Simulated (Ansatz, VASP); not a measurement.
Ti6C: VASP beside Ansatz

```
CELL_PARAMETERS angstrom
5.76917 0.00000 0.00000
0.00000 5.76917 0.00000
0.00000 0.00000 5.76917
ATOMIC_POSITIONS crystal
Ti 0.16945 0.50000 0.50000
Ti 0.50000 0.16945 0.50000
Ti 0.83055 0.50000 0.50000
Ti 0.50000 0.83055 0.50000
Ti 0.50000 0.50000 0.16945
Ti 0.50000 0.50000 0.83055
C 0.00000 0.00000 0.00000
```

Change from the starting cell: species swapped into the YbB6 type (Pm-3m, No. 221).

Alike in both runs: task relaxation of cell and atoms; functional PBE; k mesh 8 × 8 × 8; occupations gaussian, width 0.1 eV; no spin polarisation.

```csv
,VASP,Ansatz
version,VASP 6.6.1,Ansatz 0.2.0
potentials or method,"VASP PAW PBE potentials, release 64 (Ti_sv, C), cutoff 600 eV","scalar-relativistic, plane waves, PAW"
valence electrons in the cell,76,76
```

VASP gave:

* gap on the k mesh at the Fermi level, each at its own relaxed structure (eV): none
* relaxed volume (Å³/atom): 36.59
* relaxed length of the cell vector where the two differ most in proportion (Å): 6.351

Task: Which values does Ansatz return?

Result: gap on the k mesh at the Fermi level, each at its own relaxed structure (eV): none; relaxed volume (Å³/atom): 27.66; relaxed length of the cell vector where the two differ most in proportion (Å): 5.785.

A gap of «none» marks a metal or a gap that the smearing closes. One of these differences is far larger than is usual between the two programs; its cause wasn't traced.

Noted on VASP's run: the volume moved by over 15 % at a fixed basis, so the end points are rough.
